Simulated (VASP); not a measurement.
# TiTe2 in VASP: notebook

The runs below take TiTe2 through single point, with PBE.

Program: VASP 6.6.1. These are calculated values, not measurements. Logs are shortened: lines on timing, memory, paths and dates and some standing lists are left out, and cuts for length are marked.

## Step 1: The cell of the first run

The structure is cubic, space group Fm-3m (No. 225). Conventional cell: a = 6.976 Å, b = 6.976 Å, c = 6.976 Å, α = 90.00°, β = 90.00°, γ = 90.00°. Within 4.0 Å of Ti (site symmetry m-3m) lie 8 Te at 3.02 Å. Te (site symmetry -43m) has 4 Ti at 3.02 Å and 6 Te at 3.49 Å within 4.0 Å.

## Step 2: Single point, PBE (volume scaled by 1.040)

INCAR

```
SYSTEM = TiTe2
ALGO = Normal
EDIFF = 1E-7
ENCUT = 520
GGA = PE
ISIF = 2
ISMEAR = 0
LASPH = .TRUE.
LCHARG = .FALSE.
LREAL = .FALSE.
LWAVE = .FALSE.
NBANDS = 19
NELM = 60
PREC = Accurate
SIGMA = 0.05
```

KPOINTS

```
k-points
0
G
  10 10 10
  0 0 0
```

POSCAR

```
TiTe2
1.0
    0.0000000000      3.4881650990      3.4881650990
    3.4881650990      0.0000000000      3.4881650990
    3.4881650990      3.4881650990      0.0000000000
Ti Te
1 2
Direct
    0.0000000000      0.0000000000      0.0000000000
    0.2500000000      0.2500000000      0.2500000000
    0.7500000000      0.7500000000      0.7500000000
```

Potentials or basis: VASP PAW PBE potentials, release 64 (Ti_sv, Te).

Started as:

```bash
> cat potpaw_PBE.64/Ti_sv/POTCAR potpaw_PBE.64/Te/POTCAR > POTCAR
> mpirun -np 1 vasp_std > vasp.out
```

OUTCAR:

```text
SYSTEM = TiTe2
   EDIFF = 1E-7
   ENCUT = 520
   GGA = PE
   ISIF = 2
   ISMEAR = 0
   LASPH = .TRUE.
   LREAL = .FALSE.
   NELM = 60
   PREC = Accurate

 ion  position               nearest neighbor table
   1  0.000  0.000  0.000-   2 3.02   3 3.02   3 3.02   3 3.02   3 3.02   2 3.02   2 3.02   2 3.02

   2  0.250  0.250  0.250-   1 3.02   1 3.02   1 3.02   1 3.02   3 3.49   3 3.49   3 3.49   3 3.49
                             3 3.49   3 3.49
   3  0.750  0.750  0.750-   1 3.02   1 3.02   1 3.02   1 3.02   2 3.49   2 3.49   2 3.49   2 3.49
                             2 3.49   2 3.49

  LATTYP: Found a face centered cubic cell.
 ALAT       =     6.9763301980

  Lattice vectors:

 A1 = (   0.0000000000,   3.4881650990,   3.4881650990)
 A2 = (   3.4881650990,   0.0000000000,   3.4881650990)
 A3 = (   3.4881650990,   3.4881650990,   0.0000000000)

Analysis of symmetry for initial positions (statically):
=====================================================================
 Subroutine PRICEL returns:
 Original cell was already a primitive cell.

 Routine SETGRP: Setting up the symmetry group for a
 face centered cubic supercell.

 Subroutine GETGRP returns: Found 48 space group operations
 (whereof 48 operations were pure point group operations)
 out of a pool of 48 trial point group operations.

The static configuration has the point symmetry O_h .

Analysis of symmetry for dynamics (positions and initial velocities):
=====================================================================
 Subroutine PRICEL returns:
 Original cell was already a primitive cell.

 Routine SETGRP: Setting up the symmetry group for a
 face centered cubic supercell.

 Subroutine GETGRP returns: Found 48 space group operations
 (whereof 48 operations were pure point group operations)
 out of a pool of 48 trial point group operations.

The dynamic configuration has the point symmetry O_h .

 Subroutine INISYM returns: Found 48 space group operations
 (whereof 48 operations are pure point group operations),
 and found     1 'primitive' translations

----------------------------------------------------------------------------------------

                                     Primitive cell

  volume of cell :      84.8831

  direct lattice vectors                    reciprocal lattice vectors
     0.000000000  3.488165099  3.488165099    -0.143341839  0.143341839  0.143341839
     3.488165099  0.000000000  3.488165099     0.143341839 -0.143341839  0.143341839
     3.488165099  3.488165099  0.000000000     0.143341839  0.143341839 -0.143341839

  length of vectors
     4.933010391  4.933010391  4.933010391     0.248275348  0.248275348  0.248275348

  position of ions in fractional coordinates (direct lattice)
     0.000000000  0.000000000  0.000000000
     0.250000000  0.250000000  0.250000000
     0.750000000  0.750000000  0.750000000

  ion indices of the primitive-cell ions
   primitive index   ion index
                 1           1
                 2           2
                 3           3

----------------------------------------------------------------------------------------

 KPOINTS: k-points

Automatic generation of k-mesh.
 Grid dimensions read from file:
 generate k-points for:   10   10   10

 Generating k-lattice:

  Cartesian coordinates                     Fractional coordinates (reciprocal lattice)
    -0.014334184  0.014334184  0.014334184     0.100000000  0.000000000  0.000000000
     0.014334184 -0.014334184  0.014334184     0.000000000  0.100000000  0.000000000
     0.014334184  0.014334184 -0.014334184     0.000000000  0.000000000  0.100000000

  Length of vectors
     0.024827535  0.024827535  0.024827535

  Shift w.r.t. Gamma in fractional coordinates (k-lattice)
     0.000000000  0.000000000  0.000000000

 Subroutine IBZKPT returns following result:
 ===========================================

 Found     47 irreducible k-points:

 Following reciprocal coordinates:
            Coordinates               Weight
  0.000000  0.000000  0.000000      1.000000
  0.100000  0.000000  0.000000      8.000000
  0.200000  0.000000  0.000000      8.000000
  0.300000  0.000000  0.000000      8.000000
  0.400000  0.000000  0.000000      8.000000
  0.500000  0.000000  0.000000      4.000000
[... 16 lines left out ...]
  0.300000  0.300000  0.000000      6.000000
  0.400000  0.300000  0.000000     24.000000
 [... further k-points ...]
   k-points           NKPTS =     47   k-points in BZ     NKDIM =     47   number of bands    NBANDS=     19
   number of dos      NEDOS =    301   number of ions     NIONS =      3
   total plane-waves  NPLWV =  64000
   dimension x,y,z NGX =    40 NGY =   40 NGZ =   40
   dimension x,y,z NGXF=    80 NGYF=   80 NGZF=   80
   ions per type =               1   2
   NGX,Y,Z   is equivalent  to a cutoff of  13.48, 13.48, 13.48 a.u.
   NGXF,Y,Z  is equivalent  to a cutoff of  26.96, 26.96, 26.96 a.u.
 SYSTEM =  TiTe2
   PREC   = accura    normal or accurate (medium, high low for compatibility)
   ISTART =      0    job   : 0-new  1-cont  2-samecut
   ICHARG =      2    charge: 1-file 2-atom 10-const
   ISPIN  =      1    spin polarized calculation?
   LNONCOLLINEAR =      F non collinear calculations
   LSORBIT =      F    spin-orbit coupling
   LASPH  =      T    aspherical Exc in radial PAW
   ENCUT  =  520.0 eV  38.22 Ry    6.18 a.u.   9.17  9.17  9.17*2*pi/ulx,y,z
   NELM   =     60;   NELMIN=  2; NELMDL= -5     # of ELM steps
   EDIFF  = 0.1E-06   stopping-criterion for ELM
   LREAL  =      F    real-space projection
   EDIFFG = 0.1E-05   stopping-criterion for IOM
   NSW    =      0    number of steps for IOM
   IBRION =     -1    ionic relax: 0-MD 1-quasi-New 2-CG
   NFREE  =      0    steps in history (QN), initial steepest desc. (CG)
   ISIF   =      2    stress and relaxation
   ISYM   =      2    0-nonsym 1-usesym 2-fastsym
   POTIM  = 0.5000    time-step for ionic-motion
   TEBEG  =    0.0;   TEEND  =   0.0 temperature during run
   PSTRESS=    0.0 pullay stress
   NELECT =      24.0000    total number of electrons
   NUPDOWN=      -1.0000    fix difference up-down
   EMIN   =  10.00;   EMAX   =-10.00  energy-range for DOS
   EFERMI =   0.00;   METHOD = LEGACY
   ISMEAR =     0;   SIGMA  =   0.05  broadening in eV -4-tet -1-fermi 0-gaus
   EFERMI_NEDOS =   21; number of points for ismear=-14 and -15
   IALGO  =     38    algorithm
   IMIX   =      4    mixing-type and parameters
     AMIX     =   0.40;   BMIX     =  1.00
     AMIX_MAG =   1.60;   BMIX_MAG =  1.00
  volume/ion in A,a.u.               =      28.29       190.94
  Fermi-wavevector in a.u.,A,eV,Ry     =   1.074496  2.030503 15.708498  1.154542
  Thomas-Fermi vector in A             =   2.210326
   LORBIT       =      0    0 simple, 1 ext, 2 COOP (PROOUT), +10 PAW based schemes
   GGA     = PE    functional components
   LHFCALC =     F    Hartree Fock is set to
   AEXX    =    0.0000 exact exchange contribution
   IVDW    =     0    specifies the selected vdW correction
   LEPSILON=     F    determine dielectric tensor
   LRPA    =     F    only Hartree local field effects (RPA)
 non-spin polarized calculation
 Gauss-broadening in eV      SIGMA  =   0.05
  energy-cutoff  :      520.00
  volume of cell :       84.88
 maximum number of plane-waves:      2301
 NGX is ok and might be reduce to    40
   NGX = 19   NGY = 19   NGZ = 19

 number of electron      23.9999996 magnetization

 Free energy of the ion-electron system (eV)
  ---------------------------------------------------
  ext. energy  EPLUGINS =         0.00000000
  ---------------------------------------------------
  free energy    TOTEN  =       -15.02278612 eV

  energy without entropy =      -15.01341780  energy(sigma->0) =      -15.01810196

 E-fermi :   6.8708     XC(G=0):  -9.5759

 val. band max:        6.8626022680   @ k =   0.3000   0.2000   0.1000
 cond. band min:       6.8727972007   @ k =  -0.4000   0.4000   0.1000
 fundamental gap:      0.0101949327
 Fermi energy:         6.8707971363

 k-point     1 :       0.0000    0.0000    0.0000
  band No.  band energies     occupation
      1     -51.0289      2.00000
      2     -27.2717      2.00000
      3     -27.2717      2.00000
      4     -27.2717      2.00000
      5      -6.0559      2.00000
      6      -2.5673      2.00000
[... 11 lines left out ...]
     18       9.8784      0.00000
     19       9.8784      0.00000

 k-point     2 :       0.1000    0.0000    0.0000
  band No.  band energies     occupation
      1     -51.0289      2.00000
      2     -27.2720      2.00000
      3     -27.2717      2.00000
      4     -27.2717      2.00000
      5      -5.9874      2.00000
      6      -2.6991      2.00000
[... 11 lines left out ...]
     18      10.1617      0.00000
     19      10.1619      0.00000

 k-point     3 :       0.2000    0.0000    0.0000
  band No.  band energies     occupation
      1     -51.0289      2.00000
      2     -27.2727      2.00000
      3     -27.2718      2.00000
      4     -27.2718      2.00000
      5      -5.7862      2.00000
      6      -3.0459      2.00000
[... 11 lines left out ...]
     18      10.6624      0.00000
     19      10.8080      0.00000

 k-point     4 :       0.3000    0.0000    0.0000
  band No.  band energies     occupation
      1     -51.0289      2.00000
      2     -27.2737      2.00000
      3     -27.2720      2.00000
      4     -27.2720      2.00000
      5      -5.4662      2.00000
      6      -3.5152      2.00000
[... 407 lines left out ...]
     18      10.7648      0.00000
     19      11.3090      0.00000

 k-point    23 :       0.3000    0.3000    0.0000
  band No.  band energies     occupation
      1     -51.0289      2.00000
      2     -27.2738      2.00000
      3     -27.2724      2.00000
      4     -27.2724      2.00000
      5      -5.3339      2.00000
      6      -3.4744      2.00000
[... 11 lines left out ...]
     18       9.5653      0.00000
     19      12.1521      0.00000

 k-point    24 :       0.4000    0.3000    0.0000
  band No.  band energies     occupation
      1     -51.0288      2.00000
      2     -27.2742      2.00000
      3     -27.2726      2.00000
      4     -27.2725      2.00000
      5      -5.0978      2.00000
      6      -3.6873      2.00000
[... 11 lines left out ...]
     18       9.7509      0.00000
     19      12.6892      0.00000

 [... further k-points ...]

------------------------ aborting loop because EDIFF is reached ----------------------------------------

  FORCE on cell =-STRESS in cart. coord.  units (eV):
  Direction    XX          YY          ZZ          XY          YZ          ZX
  --------------------------------------------------------------------------------------
  -------------------------------------------------------------------------------------
  Total       -1.1869277     -1.1869277     -1.1869277      0.0000000      0.0000000      0.0000000
  in kB      -22.4033914    -22.4033914    -22.4033914      0.0000000      0.0000000      0.0000000
  external PRESSURE =     -22.4033914 kB  Pullay stress =       0.0000000 kB

 VOLUME and BASIS-vectors are now :
 -----------------------------------------------------------------------------
  energy-cutoff  :      520.00
  volume of cell :       84.88
      direct lattice vectors                 reciprocal lattice vectors
     0.000000000  3.488165099  3.488165099    -0.143341839  0.143341839  0.143341839
     3.488165099  0.000000000  3.488165099     0.143341839 -0.143341839  0.143341839
     3.488165099  3.488165099  0.000000000     0.143341839  0.143341839 -0.143341839

 POSITION                                       TOTAL-FORCE (eV/Angst)
 -----------------------------------------------------------------------------------
      0.00000      0.00000      0.00000        -0.000000      0.000000     -0.000000
      1.74408      1.74408      1.74408         0.000000      0.000000      0.000000
      5.23225      5.23225      5.23225        -0.000000     -0.000000     -0.000000
 -----------------------------------------------------------------------------------
    total drift:                               -0.000000      0.000000      0.000000

  FREE ENERGIE OF THE ION-ELECTRON SYSTEM (eV)
  ---------------------------------------------------
  free  energy   TOTEN  =       -15.0227861184 eV

  energy  without entropy=      -15.0134178013  energy(sigma->0) =      -15.01810196
```

It took 4.5 min on 1 thread of AMD EPYC 7R13, shared host; peak memory 0.25 GiB.

Results:

| Quantity | Value |
| --- | --- |
| Free energy | -15.0228 eV |
| Pressure | -2.2 GPa |
| Band gap on the k mesh | zero (band 12 reaches 6.99 eV, above the bottom of band 13 at 6.74 eV) |

Levels at points of the mesh, in eV from the Fermi level:
```tsv
k point	band 9	band 10	band 11	band 12	band 13	band 14	band 15	band 16
(0.00, 0.00, 0.00)	-4.08	-0.29	-0.29	-0.29	-0.13	-0.13	1.95	1.95
(0.50, 0.00, 0.00)	-3.17	-2.57	-2.57	-2.41	0.02	0.02	0.76	1.97
(0.50, 0.50, 0.00)	-4.41	-1.14	-1.14	-0.40	0.23	0.77	1.61	2.49
```

Caveat: spin-orbit coupling is left out, which moves the levels of the heavy elements.

(Part 1 of 3 ends here.)
